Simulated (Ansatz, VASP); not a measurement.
One calculation of Hf, two programs

The input INCAR:

```
SYSTEM = Hf
PREC     = Accurate       ! precision mode
ENCUT    = 520            ! plane-wave cutoff, eV
EDIFF    = 1E-6           ! SCF threshold, eV
ISMEAR   = -1             ! smearing method
SIGMA    = 0.1            ! smearing width, eV
LREAL    = .FALSE.        ! projectors in reciprocal space
LASPH    = .TRUE.         ! aspherical terms in the spheres
NELM     = 80             ! most SCF steps
ALGO     = Normal         ! electronic algorithm
ISIF     = 2              ! what is computed and relaxed
LWAVE    = .FALSE.        ! write WAVECAR
LCHARG   = .FALSE.        ! write CHGCAR
GGA      = PS             ! functional
NBANDS   = 28             ! bands
```

Contents of KPOINTS:

```
Automatic mesh
0
G
  13 13 4
  0 0 0
```

POSCAR

```
Hf
1.0
    3.1958052617      0.0000000000      0.0000000000
   -1.5979026308      2.7676485422      0.0000000000
    0.0000000000      0.0000000000     10.2208929172
Hf
4
Direct
    0.0000000000      0.0000000000      0.0000000000
    1.0000000000      0.0000000000      0.5000000000
    0.3333333333      0.6666666667      0.2500000000
    0.6666666667      0.3333333333      0.7500000000
```

Input for Ansatz:

```yaml
crystal:
  lattice:
    - [3.1958052617, 0.0, 0.0]
    - [-1.5979026308, 2.7676485422, 0.0]
    - [0.0, 0.0, 10.2208929172]
  atoms:
    - { symbol: Hf, position: [0.0, 0.0, 0.0] }
    - { symbol: Hf, position: [1.0, 0.0, 0.5] }
    - { symbol: Hf, position: [0.3333333333, 0.6666666667, 0.25] }
    - { symbol: Hf, position: [0.6666666667, 0.3333333333, 0.75] }
hamiltonian:
  xc: pbesol
  pseudopotentials:
    kind: paw
    azcp:
      Hf: "pseudopotentials/Hf.paw.azcp"
basis:
  ecutwfc: 420
  fft_grid_basis: typed
kpoints:
  mp_grid: { grid: [13, 13, 4], shift: [0, 0, 0] }
magnetization:
  spin_polarized: false
scf:
  occupations: { method: fermi_dirac, width: 0.1 }
  lower_state_search: "off"
output:
  stress: true
  write_density: true
  write_potential: true
  elf: true
  volumetric_format: npy
```

Alike in both runs: task single point; functional PBEsol; k mesh 13 × 13 × 4; occupations fermi-dirac, width 0.1 eV; no spin polarisation.

|  | VASP | Ansatz |
| --- | --- | --- |
| version | VASP 6.6.1 | Ansatz 0.2.0 |
| potentials or method | VASP PAW PBE potentials, release 64 (Hf_pv), cutoff 520 eV | plane waves (420 eV) with PAW, scalar-relativistic |
| valence electrons in the cell | 40 | 104 |

VASP gave:

- pressure (GPa): -4.4
- traceless stress, the component that is largest in VASP (GPa): -0.11

Estimate Ansatz's values.

pressure (GPa): -4.0; traceless stress, the component that is largest in VASP (GPa): -0.07.

VASP's potentials were made for PBE, not for PBEsol, and Ansatz warns of the same on its side. VASP's potentials hold 40 valence electrons a cell and Ansatz's 104, so a difference there can come from the potentials and not from the codes.

Spin-orbit coupling is off throughout.
